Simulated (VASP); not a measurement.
Write the native input for VASP 6.6.1 that does the following.

| Property | Result |
| --- | --- |
| Task | single point |
| Functional | PBE |
| Potentials or basis | VASP PAW PBE potentials, release 64 (Be, B) |
| Cutoff | 520 eV |
| k mesh | 4 × 4 × 3 |
| Occupations | fermi-dirac, width 0.1 eV |
| Spin | no spin polarisation |
| Dipole correction | no |
| Further INCAR settings | LREAL = Auto; ALGO = Normal; EDIFF = 1e-06; NBANDS = 32 |

The structure of Be16B (a cell with a defect) lies in POSCAR:

```
Be16B
1.0
   -2.2900000000     -3.9663960000      0.0000000000
    3.4350000000     -1.9831980000      0.0000000000
    0.0000000000      0.0000000000      7.1768600000
Be B
16 1
Direct
    0.7512553059      0.4923244980     -0.0105930727
    0.4218834815      0.3552640969      0.2253500835
    0.7306716640      0.5100669900      0.5080050328
    0.5105130844      0.3353542834      0.7341330331
    0.5245011436      0.0274595688     -0.0077042049
    0.2586957022      0.8738090708      0.2622822516
    0.5067325949      0.0182915989      0.4922085703
    0.2610202070      0.8621098323      0.7388968156
    0.3120480598      0.5375004532     -0.0438832581
   -0.0976361737      0.2698049963      0.2809969820
    0.2349548706      0.5071212966      0.4933976697
    0.0055696703      0.3428580917      0.7441891022
    0.0321515840      0.0158940691      0.0133988959
    0.7534565919      0.7827815416      0.2523256689
   -0.0040380148     -0.0012235965      0.5125319429
    0.7528131535      0.8390498171      0.7500901508
    0.0637585424      0.5623822597      0.1362462135
```

These files were run (other wordings do the same):

INCAR

```
SYSTEM = Be16B
PREC = Accurate
ENCUT = 520
EDIFF = 1E-6
ISMEAR = -1
SIGMA = 0.1
LREAL = Auto
LASPH = .TRUE.
NELM = 60
ALGO = Normal
ISIF = 2
LWAVE = .FALSE.
LCHARG = .TRUE.
GGA = PE
LELF = .TRUE.
LVHAR = .TRUE.
NBANDS = 32
```

KPOINTS

```
Automatic mesh
0
G
  4 4 3
  0 0 0
```

Potentials or basis: VASP PAW PBE potentials, release 64 (Be, B).

Run with:

```console
$ cat potpaw_PBE.64/Be/POTCAR potpaw_PBE.64/B/POTCAR > POTCAR
$ mpirun -np 1 vasp_std > vasp.out
```

Results of the run:

The pressure is 9.1 GPa and the largest force is 0.425 eV/Å.

Caveat: the k points lie up to 0.40 Å⁻¹ apart.

Run time: 98 s on 1 thread of AMD EPYC 9R14 (Zen 4), with other jobs on the host, peak memory 0.22 GiB.
